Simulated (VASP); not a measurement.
Here is a VASP 6.6.1 calculation.

File INCAR:

```
ALGO = Normal
EDIFF = 1E-8
ENCUT = 520
GGA = PS
GGA_COMPAT = F
ISIF = 2
ISMEAR = -1
LASPH = T
LCHARG = F
LEFG = T
LREAL = Auto
LWAVE = F
NBANDS = 58
NELM = 120
PREC = Accurate
SIGMA = 0.05
```

Contents of KPOINTS:

```
k-points
0
Gamma
  5 5 5
```

File POSCAR:

```
K2PtC6N6
1.0
    7.3927988720      0.0000000000      0.0000000000
   -3.6963994360      6.4023516282      0.0000000000
    0.0000000000      0.0000000000      6.6613000000
K Pt C N
2 1 6 6
Direct
    0.3333333333      0.6666666667      0.5000000000
    0.6666666667      0.3333333333      0.5000000000
    0.0000000000      0.0000000000      0.0000000000
    0.2230062416      0.2230062416      0.1739738714
    0.7769937584      0.0000000000      0.1739738714
    0.0000000000      0.7769937584      0.1739738714
    0.7769937584      0.7769937584      0.8260261286
    0.0000000000      0.2230062416      0.8260261286
    0.2230062416      0.0000000000      0.8260261286
    0.3513219900      0.3513219900      0.2750804217
    0.6486780100      0.0000000000      0.2750804217
    0.0000000000      0.6486780100      0.2750804217
    0.6486780100      0.6486780100      0.7249195783
    0.0000000000      0.3513219900      0.7249195783
    0.3513219900      0.0000000000      0.7249195783
```

Potentials or basis: VASP PAW PBE potentials, release 64 (K_sv, Pt_sv_GW, C, N).

Run with:

```console
$ cat potpaw_PBE.64/K_sv/POTCAR potpaw_PBE.64/Pt_sv_GW/POTCAR potpaw_PBE.64/C/POTCAR potpaw_PBE.64/N/POTCAR > POTCAR
$ mpirun -np 1 vasp_std > vasp.out
```

(1) What does it give for the pressure?

(2) Estimate the band gap on the k mesh.

## Answers

(1) -0.2 GPa.

(2) 5.68 eV (least direct gap 5.69 eV).

Caveat: without QUAD_EFG the Cq values of the log hold for a quadrupole moment of 1 mb, not for the nuclei; the PAW data sets were made with another functional, which shifts forces and pressure a little; spin-orbit coupling is left out, which moves the levels of the heavy elements.
